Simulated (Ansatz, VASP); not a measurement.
**Two plane-wave programs on SiC**

```
CELL_PARAMETERS angstrom
2.59540 0.00000 0.00000
0.00000 2.59540 0.00000
0.00000 0.00000 2.59540
ATOMIC_POSITIONS crystal
Si 0.00000 0.00000 0.00000
C 0.50000 0.50000 0.50000
```

Alike in both runs: task single point; functional PBE; k mesh 16 × 16 × 16; occupations fermi-dirac, width 0.15 eV; no spin polarisation.

```csv
,VASP,Ansatz
version,VASP 6.6.1,Ansatz 0.2.0
potentials or method,"VASP PAW PBE potentials, release 64 (Si, C)","scalar-relativistic, plane waves, PAW"
plane-wave cutoff (eV),520,420
valence electrons in the cell,8,8
```

|  | VASP | Ansatz | Ansatz less VASP |
| --- | --- | --- | --- |
| gap on the k mesh at the Fermi level (eV) | none | none | - |
| pressure (GPa) | 10.3 | 10.2 | -0.12 |

A gap of «none» marks a metal or a gap that the smearing closes. With one functional, cell and mesh, what is left measures potentials, basis and numerics.
